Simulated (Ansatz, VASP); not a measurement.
HfSiO4 in VASP and in Ansatz

POSCAR

```
HfSiO4
1.0
   -3.2911898910      3.2911898910      2.9854825162
    3.2911898910     -3.2911898910      2.9854825162
    3.2911898910      3.2911898910     -2.9854825162
Hf Si O
2 2 8
Direct
    0.7500000000      0.2500000000      0.5000000000
    0.0000000000      0.0000000000      0.0000000000
    0.2500000000      0.7500000000      0.5000000000
    0.5000000000      0.5000000000      0.0000000000
    0.1352539074      0.3198613947      0.8153925127
    0.0698613947      0.7544688820      0.6846074873
    0.5044688820      0.3198613947      0.1846074873
    0.0698613947      0.3852539074      0.3153925127
    0.6147460926      0.9301386053      0.6846074873
    0.6801386053      0.8647460926      0.1846074873
    0.2455311180      0.9301386053      0.3153925127
    0.6801386053      0.4955311180      0.8153925127
```

INCAR.step1

```
SYSTEM = HfSiO4
ALGO = Normal
EDIFF = 1E-4
ENCUT = 520
GGA = PE
ISMEAR = 0
LASPH = .True.
LCHARG = .False.
LREAL = .False.
LWAVE = .True.
NBANDS = 50
NELM = 80
PREC = Accurate
SIGMA = 0.05
```

INCAR.step2

```
SYSTEM = HfSiO4
ALGO = Normal
EDIFF = 1E-6
ENCUT = 520
ISIF = 2
ISMEAR = 0
ISTART = 1
LASPH = .True.
LCHARG = .False.
LMIXTAU = .True.
LREAL = .False.
LWAVE = .False.
METAGGA = R2SCAN
NBANDS = 50
NELM = 80
PREC = Accurate
SIGMA = 0.05
```

The input KPOINTS:

```
k-points
0
Gamma
  6 6 6
  0 0 0
```

Input for Ansatz:

```yaml
crystal:
  lattice:
    - [-3.291189891, 3.291189891, 2.9854825162]
    - [3.291189891, -3.291189891, 2.9854825162]
    - [3.291189891, 3.291189891, -2.9854825162]
  atoms:
    - { symbol: Hf, position: [0.75, 0.25, 0.5] }
    - { symbol: Hf, position: [0.0, 0.0, 0.0] }
    - { symbol: Si, position: [0.25, 0.75, 0.5] }
    - { symbol: Si, position: [0.5, 0.5, 0.0] }
    - { symbol: O, position: [0.1352539074, 0.3198613947, 0.8153925127] }
    - { symbol: O, position: [0.0698613947, 0.754468882, 0.6846074873] }
    - { symbol: O, position: [0.504468882, 0.3198613947, 0.1846074873] }
    - { symbol: O, position: [0.0698613947, 0.3852539074, 0.3153925127] }
    - { symbol: O, position: [0.6147460926, 0.9301386053, 0.6846074873] }
    - { symbol: O, position: [0.6801386053, 0.8647460926, 0.1846074873] }
    - { symbol: O, position: [0.245531118, 0.9301386053, 0.3153925127] }
    - { symbol: O, position: [0.6801386053, 0.495531118, 0.8153925127] }
basis:
  ecutwfc: 500
kpoints:
  mp_grid: { grid: [6, 6, 6] }
hamiltonian:
  xc: r2scan
scf:
  occupations: { method: gaussian, width: 0.05 }
output:
  forces: true
  stress: true
  eigenvalues: true
  write_density: true
  write_potential: true
  elf: true
  volumetric_format: npy
```

Alike in both runs: task single point; functional r2SCAN; k mesh 6 × 6 × 6; occupations gaussian, width 0.05 eV; no spin polarisation.

```csv
,VASP,Ansatz
version,VASP 6.6.1,Ansatz 0.2.0
potentials or method,"VASP PAW PBE potentials, release 64 (Hf_pv, Si, O), cutoff 520 eV","scalar-relativistic, plane waves, PAW"
valence electrons in the cell,76,108
```

Ansatz gave:

* gap on the k mesh at the Fermi level (eV): 6.01
* least direct gap on the mesh (eV): 6.37
* pressure (GPa): 0.0
* traceless stress, the component that is largest in VASP (GPa): 0.03
* rms of the force components (eV/Å): 0.001

Problem. What did VASP give for the same quantities?

Solution. gap on the k mesh at the Fermi level (eV): 5.96; least direct gap on the mesh (eV): 6.31; pressure (GPa): -1.8; traceless stress, the component that is largest in VASP (GPa): 0.46; rms of the force components (eV/Å): 0.103.

VASP's potentials were made for PBE, not for r2SCAN. Atom by atom the forces differ by 0.102 eV/Å (rms over components). The functional is the same, so the differences come from potentials, cutoffs and numerics. VASP's potentials hold 76 valence electrons a cell and Ansatz's 108, so a difference there can come from the potentials and not from the codes.

Neither program's run includes spin-orbit coupling.
